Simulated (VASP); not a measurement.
Set up this calculation in VASP 6.6.1, as the native input.

```yaml
Task: single point
Functional: r2SCAN
Potentials_or_basis: VASP PAW PBE potentials, release 64 (Ga_d)
Cutoff: 520 eV
k_mesh: 20 × 20 × 20
Occupations: gaussian, width 0.1 eV
Spin: no spin polarisation
Dipole_correction: no
Further_INCAR_settings: ALGO = Normal; EDIFF = 1e-07; NBANDS = 12
```

Crystal: Ga.

```
Ga
1.0
    -1.42271    1.42271    2.34078
     1.42271   -1.42271    2.34078
     1.42271    1.42271   -2.34078
Ga
1
Direct
  0.00000 0.00000 0.00000
```

These files were run (other wordings do the same):

POSCAR

```
Ga
1.0
   -1.4227102183      1.4227102183      2.3407750425
    1.4227102183     -1.4227102183      2.3407750425
    1.4227102183      1.4227102183     -2.3407750425
Ga
1
Direct
    0.0000000000      0.0000000000      0.0000000000
```

INCAR.step1

```
SYSTEM = Ga
PREC = Accurate
ENCUT = 520
ISMEAR = 0
SIGMA = 0.1
LREAL = .FALSE.
LASPH = .TRUE.
NELM = 60
NBANDS = 12
GGA = PE
ALGO = Normal
EDIFF = 1E-4
LWAVE = .TRUE.
LCHARG = .FALSE.
```

INCAR.step2

```
SYSTEM = Ga
PREC = Accurate
ENCUT = 520
EDIFF = 1E-7
ISMEAR = 0
SIGMA = 0.1
LREAL = .FALSE.
LASPH = .TRUE.
NELM = 60
ALGO = Normal
ISIF = 2
LWAVE = .FALSE.
LCHARG = .FALSE.
METAGGA = R2SCAN
LMIXTAU = .TRUE.
NBANDS = 12
ISTART = 1
```

KPOINTS

```
regular mesh
0
G
  20 20 20
  0 0 0
```

Potentials or basis: VASP PAW PBE potentials, release 64 (Ga_d).

Run with:

```bash
$ cat potpaw_PBE.64/Ga_d/POTCAR > POTCAR
$ cp INCAR.step1 INCAR
$ mpirun -np 1 vasp_std > vasp.out
$ cp INCAR.step2 INCAR
$ mpirun -np 1 vasp_std > vasp.out
```

It gave:

```json
{
 "Pressure": "-2.8 GPa",
 "Band gap on the k mesh": "zero (an odd number of electrons rules out a gap without spin polarisation)"
}
```

Caveat: the PAW data sets were made with another functional, which shifts forces and pressure a little.

Wall time 8.9 min on 1 thread of Intel Xeon 8259CL, with other jobs on the host, peak memory 0.26 GiB.
